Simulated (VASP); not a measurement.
A run of VASP 6.6.1 is set up as follows.

The input INCAR:

```
ALGO = Normal
EDIFF = 1E-7
ENCUT = 520
GGA = PS
ISIF = 2
ISMEAR = 0
LASPH = T
LCHARG = F
LREAL = F
LWAVE = F
NBANDS = 16
NELM = 60
PREC = Accurate
SIGMA = 0.01
```

The input KPOINTS:

```
k-points
0
Gamma
  6 6 4
```

The input POSCAR:

```
CdS
1.0
    4.2611695900      0.0000000000      0.0000000000
   -2.1305847900      3.6902811100      0.0000000000
    0.0000000000      0.0000000000      5.8041729400
Cd S
1 1
Direct
    0.0000000000      0.0000000000      0.4426919200
    0.6666666667      0.3333333333      0.4343080800
```

Potentials or basis: VASP PAW PBE potentials, release 64 (Cd, S).

Launch:

```bash
$ cat potpaw_PBE.64/Cd/POTCAR potpaw_PBE.64/S/POTCAR > POTCAR
$ mpirun -np 1 vasp_std > vasp.out
```

Q: What does it give for the band gap on the k mesh?

A: 1.42 eV, indirect (the least direct gap lies 4.2 meV higher).

Q: Predict the largest force.

A: 0.014 eV/Å.

Q: Predict the pressure.

A: -1.3 GPa.

Forces on the atoms (eV/Å):
```
Cd   0.000  0.000 -0.014
S    0.000  0.000  0.014
```

Caveat: the PAW data sets were made with another functional, which shifts forces and pressure a little. As with any semilocal functional, this PBEsol gap is likely too small.
